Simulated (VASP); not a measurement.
Set up this calculation in VASP 6.6.1, as the native input.

```yaml
Task: single point
Functional: PBEsol
Potentials_or_basis: VASP PAW PBE potentials, release 64 (Be, S)
Cutoff: 520 eV
k_mesh: 10 × 10 × 10
Occupations: gaussian, width 0.05 eV
Spin: no spin polarisation
Dipole_correction: no
Further_INCAR_settings: ALGO = Normal; EDIFF = 1e-06; NBANDS = 11
```

The structure of BeS lies in POSCAR:

```
BeS
1.0
    0.0000000000      2.5518394630      2.3551817840
    2.3551817840      0.0000000000      2.3551817840
    2.3551817840      2.5518394630      0.0000000000
Be S
1 1
Direct
    0.0000000000      0.0000000000      0.0000000000
    0.7500000000      0.7500000000      0.7500000000
```

This cell differs from its parent crystal: volume 14.155 Å^3 an atom, c/a of the conventional cell 1.0835.

These files were run (other wordings do the same):

INCAR

```
ALGO = Normal
EDIFF = 1E-6
ENCUT = 520
GGA = PS
ISIF = 2
ISMEAR = 0
LASPH = True
LCHARG = False
LREAL = False
LWAVE = False
NBANDS = 11
NELM = 80
PREC = Accurate
SIGMA = 0.05
```

KPOINTS

```
k-points
0
Gamma
  10 10 10
```

Potentials or basis: VASP PAW PBE potentials, release 64 (Be, S).

The run is started by

```bash
$ cat potpaw_PBE.64/Be/POTCAR potpaw_PBE.64/S/POTCAR > POTCAR
$ mpirun -np 1 vasp_std > vasp.out
```

It gave:

* Pressure: 0.1 GPa
* Band gap on the k mesh: 2.55 eV, indirect (least direct gap 5.37 eV)

Caveat: the PAW data sets were made with another functional, which shifts forces and pressure a little.

Run time: 69 s on 1 thread of AMD EPYC 7R13, on a shared host, peak memory 0.14 GiB.
